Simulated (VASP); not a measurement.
# HfMoC2 (P4/mmm) in VASP: a series of runs, part 2 of 2

VASP 6.6.1.

## Step 3: Single point, BLYP

INCAR reads:

```
SYSTEM = HfMoC2
PREC = Accurate
ENCUT = 520
EDIFF = 1E-6
ISMEAR = -1
SIGMA = 0.05
LREAL = .FALSE.
LASPH = .TRUE.
NELM = 80
ALGO = Normal
ISIF = 2
LWAVE = .FALSE.
LCHARG = .FALSE.
GGA = B5
ALDAX = 1.0
AGGAX = 1.0
AGGAC = 1.0
ALDAC = 0.0
NBANDS = 24
```

KPOINTS reads:

```
regular mesh
0
G
  5 5 4
  0 0 0
```

POSCAR reads:

```
HfMoC2
1.0
    3.1914230000      0.0000000000      0.0000000000
    0.0000000000      3.1914230000      0.0000000000
    0.0000000000      0.0000000000      4.4851640000
Hf Mo C
1 1 2
Direct
    0.0000000000      0.0000000000      0.0000000000
    0.5000000000      0.5000000000      0.5000000000
    0.5000000000      0.5000000000      0.0000000000
    0.0000000000      0.0000000000      0.5000000000
```

Potentials or basis: VASP PAW PBE potentials, release 64 (Hf_pv, Mo_sv, C).

The run is started by

```sh
$ cat potpaw_PBE.64/Hf_pv/POTCAR potpaw_PBE.64/Mo_sv/POTCAR potpaw_PBE.64/C/POTCAR > POTCAR
$ mpirun -np 1 vasp_std > vasp.out
```

OUTCAR:

```text
SYSTEM = HfMoC2
   PREC = Accurate
   ENCUT = 520
   EDIFF = 1E-6
   ISMEAR = -1
   LREAL = .FALSE.
   LASPH = .TRUE.
   NELM = 80
   ISIF = 2
   GGA = B5

 ion  position               nearest neighbor table
   1  0.000  0.000  0.000-   4 2.24   4 2.24   3 2.26   3 2.26   3 2.26   3 2.26   2 3.18   2 3.18
                             2 3.18   2 3.18   2 3.18   2 3.18   2 3.18   2 3.18
   2  0.500  0.500  0.500-   3 2.24   3 2.24   4 2.26   4 2.26   4 2.26   4 2.26   1 3.18   1 3.18
                             1 3.18   1 3.18   1 3.18   1 3.18   1 3.18   1 3.18
   3  0.500  0.500  0.000-   2 2.24   2 2.24   1 2.26   1 2.26   1 2.26   1 2.26
   4  0.000  0.000  0.500-   1 2.24   1 2.24   2 2.26   2 2.26   2 2.26   2 2.26

  LATTYP: Found a simple tetragonal cell.
 ALAT       =     3.1914230000
 C/A-ratio  =     1.4053806092

  Lattice vectors:

 A1 = (   3.1914230000,   0.0000000000,   0.0000000000)
 A2 = (   0.0000000000,   3.1914230000,   0.0000000000)
 A3 = (   0.0000000000,   0.0000000000,   4.4851640000)

Analysis of symmetry for initial positions (statically):
=====================================================================
 Subroutine PRICEL returns:
 Original cell was already a primitive cell.

 Routine SETGRP: Setting up the symmetry group for a
 simple tetragonal supercell.

 Subroutine GETGRP returns: Found 16 space group operations
 (whereof 16 operations were pure point group operations)
 out of a pool of 16 trial point group operations.

The static configuration has the point symmetry D_4h.

Analysis of symmetry for dynamics (positions and initial velocities):
=====================================================================
 Subroutine PRICEL returns:
 Original cell was already a primitive cell.

 Routine SETGRP: Setting up the symmetry group for a
 simple tetragonal supercell.

 Subroutine GETGRP returns: Found 16 space group operations
 (whereof 16 operations were pure point group operations)
 out of a pool of 16 trial point group operations.

The dynamic configuration has the point symmetry D_4h.

 Subroutine INISYM returns: Found 16 space group operations
[... 115 lines left out ...]
  volume/ion in A,a.u.               =      11.42        77.07
  Fermi-wavevector in a.u.,A,eV,Ry     =   1.453927  2.747523 28.761388  2.113902
  Thomas-Fermi vector in A             =   2.571136
   LORBIT       =      0    0 simple, 1 ext, 2 COOP (PROOUT), +10 PAW based schemes
   GGA     = B5    functional components
   LHFCALC =     F    Hartree Fock is set to
   AEXX    =    0.0000 exact exchange contribution
   IVDW    =     0    specifies the selected vdW correction
   LEPSILON=     F    determine dielectric tensor
   LRPA    =     F    only Hartree local field effects (RPA)
 non-spin polarized calculation
  energy-cutoff  :      520.00
  volume of cell :       45.68
 maximum number of plane-waves:      1246
 NGX is ok and might be reduce to    24
   NGX = 11   NGY = 11   NGZ = 17

 number of electron      32.0000000 magnetization

 Free energy of the ion-electron system (eV)
  ---------------------------------------------------
  ext. energy  EPLUGINS =         0.00000000
  ---------------------------------------------------
  free energy    TOTEN  =       -36.69804841 eV

  energy without entropy =      -36.68726441  energy(sigma->0) =      -36.69265641

 E-fermi :   9.9466     XC(G=0): -12.2208

 val. band max:        9.9350526639   @ k =   0.0000   0.0000   0.0000
 cond. band min:       9.9794605131   @ k =   0.2000   0.2000   0.5000
 fundamental gap:      0.0444078491
 Fermi energy:         9.9465692618

 k-point     1 :       0.0000    0.0000    0.0000
  band No.  band energies     occupation
      1     -52.0157      2.00000
      2     -26.1590      2.00000
      3     -26.1434      2.00000
      4     -26.1434      2.00000
      5     -20.4799      2.00000
      6     -20.1735      2.00000
[... 475 lines left out ...]
     23      16.1679      0.00000
     24      17.4353      0.00000

------------------------ aborting loop because EDIFF is reached ----------------------------------------

  FORCE on cell =-STRESS in cart. coord.  units (eV):
  Direction    XX          YY          ZZ          XY          YZ          ZX
  --------------------------------------------------------------------------------------
  -------------------------------------------------------------------------------------
  Total        2.1228276      2.1228276      4.0879072      0.0000000      0.0000000     -0.0000000
  in kB       74.4523223     74.4523223    143.3720644      0.0000000      0.0000000     -0.0000000
  external PRESSURE =      97.4255697 kB  Pullay stress =       0.0000000 kB

 VOLUME and BASIS-vectors are now :
 -----------------------------------------------------------------------------
  energy-cutoff  :      520.00
  volume of cell :       45.68
      direct lattice vectors                 reciprocal lattice vectors
     3.191423000  0.000000000  0.000000000     0.313339849  0.000000000  0.000000000
     0.000000000  3.191423000  0.000000000     0.000000000  0.313339849  0.000000000
     0.000000000  0.000000000  4.485164000     0.000000000  0.000000000  0.222957288

 POSITION                                       TOTAL-FORCE (eV/Angst)
 -----------------------------------------------------------------------------------
      0.00000      0.00000      0.00000         0.000000      0.000000      0.000000
      1.59571      1.59571      2.24258         0.000000      0.000000      0.000000
      1.59571      1.59571      0.00000         0.000000      0.000000      0.000000
      0.00000      0.00000      2.24258         0.000000      0.000000      0.000000
 -----------------------------------------------------------------------------------
    total drift:                                0.000000     -0.000000     -0.000000

  FREE ENERGIE OF THE ION-ELECTRON SYSTEM (eV)
  ---------------------------------------------------
  free  energy   TOTEN  =       -36.6980484140 eV

  energy  without entropy=      -36.6872644102  energy(sigma->0) =      -36.69265641
```

Run time: 63 s. Hardware: 1 thread of Intel Xeon 8259CL, shared host; peak memory 0.17 GiB.

Results:

```
Free energy            : -36.6980 eV
Pressure               : 9.7 GPa
Band gap on the k mesh : zero (band 16 reaches 10.73 eV, above the bottom of band 17 at 8.66 eV)
```

Caveat: the k points lie up to 0.39 Å⁻¹ apart; the PAW data sets were made with another functional, which shifts forces and pressure a little; spin-orbit coupling is left out, which moves the levels of the heavy elements.

## Step 4: Single point, r2SCAN

POSCAR is that of step 3.

INCAR.step1 reads:

```
PREC     = Accurate       # precision mode
ENCUT    = 520            # plane-wave cutoff, eV
ISMEAR   = -1             # smearing method
SIGMA    = 0.05           # smearing width, eV
LREAL    = F              # projectors in reciprocal space
LASPH    = T              # aspherical terms in the spheres
NELM     = 100            # most SCF steps
NBANDS   = 24             # bands
GGA      = PE             # functional
ALGO     = Normal         # electronic algorithm
EDIFF    = 1E-4           # SCF threshold, eV
LWAVE    = T              # write WAVECAR
LCHARG   = F              # write CHGCAR
```

INCAR.step2 reads:

```
PREC     = Accurate       # precision mode
ENCUT    = 520            # plane-wave cutoff, eV
EDIFF    = 1E-6           # SCF threshold, eV
ISMEAR   = -1             # smearing method
SIGMA    = 0.05           # smearing width, eV
LREAL    = F              # projectors in reciprocal space
LASPH    = T              # aspherical terms in the spheres
NELM     = 100            # most SCF steps
ALGO     = Normal         # electronic algorithm
ISIF     = 2              # what is computed and relaxed
LWAVE    = F              # write WAVECAR
LCHARG   = F              # write CHGCAR
METAGGA  = R2SCAN         # meta-GGA
LMIXTAU  = T            
NBANDS   = 24             # bands
ISTART   = 1
```

KPOINTS reads:

```
regular mesh
0
Gamma
  5 5 4
```

The run is started by

```sh
$ cat potpaw_PBE.64/Hf_pv/POTCAR potpaw_PBE.64/Mo_sv/POTCAR potpaw_PBE.64/C/POTCAR > POTCAR
$ cp INCAR.step1 INCAR
$ mpirun -np 1 vasp_std > vasp.out
$ cp INCAR.step2 INCAR
$ mpirun -np 1 vasp_std > vasp.out
```

It took 1.7 min on 1 thread of Intel Xeon 8259CL, shared host; peak memory 0.17 GiB.

It converged, with:

- Free energy: -92.9857 eV
- Pressure: -2.9 GPa
- Band gap on the k mesh: zero (band 16 reaches 10.33 eV, above the bottom of band 17 at 8.23 eV)

Stress tensor (GPa, compression positive):
```
-5.40  0.00  0.00
 0.00 -5.40  0.00
 0.00  0.00  1.99
```

Levels at points of the mesh, in eV from the Fermi level:
```tsv
k point	band 12	band 13	band 14	band 15	band 16	band 17	band 18	band 19	band 20	band 21
(0.00, 0.00, 0.00)	-1.48	-1.48	-1.48	-1.48	-0.59	-0.29	-0.05	0.01	0.01	0.40
(0.00, 0.00, 0.50)	-3.66	-2.40	-2.40	-2.00	-2.00	-1.27	-0.48	2.14	2.14	3.99
```

Caveat: the k points lie up to 0.39 Å⁻¹ apart; the PAW data sets were made with another functional, which shifts forces and pressure a little; spin-orbit coupling is left out, which moves the levels of the heavy elements.

## Step 5: Overview

```tsv
level	gap on the mesh (eV)	pressure (GPa)
revPBE	none	1.9
BLYP	none	9.7
r2SCAN	none	-2.9
```

Alike in all rows: task single point; potentials or basis VASP PAW PBE potentials, release 64 (Hf_pv, Mo_sv, C); no spin polarisation; cell as given; k mesh 5 × 5 × 4; cutoff (eV) 520; smearing fermi-dirac 0.05 eV.

Caveats: all runs use coarse meshes; the PAW data sets were made with another functional, which shifts forces and pressure a little; spin-orbit coupling is left out, which moves the levels of the heavy elements.

Absolute energies hang on the potentials; compare differences alone.
